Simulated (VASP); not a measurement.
Here is a VASP 6.6.1 calculation.

File INCAR:

```
SYSTEM = CoO
ALGO = Normal
EDIFF = 1E-6
ENCUT = 520
ISIF = 2
ISMEAR = 0
ISPIN = 2
LASPH = .TRUE.
LCHARG = .FALSE.
LMAXMIX = 4
LORBIT = 11
LREAL = .FALSE.
LWAVE = .FALSE.
MAGMOM = 2.7 0
NBANDS = 18
NELM = 150
PREC = Accurate
SIGMA = 0.05
```

KPOINTS

```
k-points
0
G
  12 12 12
  0 0 0
```

The input POSCAR:

```
CoO
1.0
    0.0000000000      2.1315016559      2.1315016559
    2.1315016559      0.0000000000      2.1315016559
    2.1315016559      2.1315016559      0.0000000000
Co O
1 1
Direct
    0.0000000000      0.0000000000      0.0000000000
    0.5000000000      0.5000000000      0.5000000000
```

Potentials or basis: VASP PAW LDA potentials, release 64 (Co, O).

Launch:

```bash
$ cat potpaw_LDA.64/Co/POTCAR potpaw_LDA.64/O/POTCAR > POTCAR
$ mpirun -np 1 vasp_std > vasp.out
```

Q: Estimate the net moment.

A: 2.74 μB per cell.

Q: Estimate the site moments.

A: Co +2.39; O +0.29 μB.

Caveat: the cell stands under tension; a cell with one magnetic atom can't hold antiferromagnetic order, which such compounds often take.
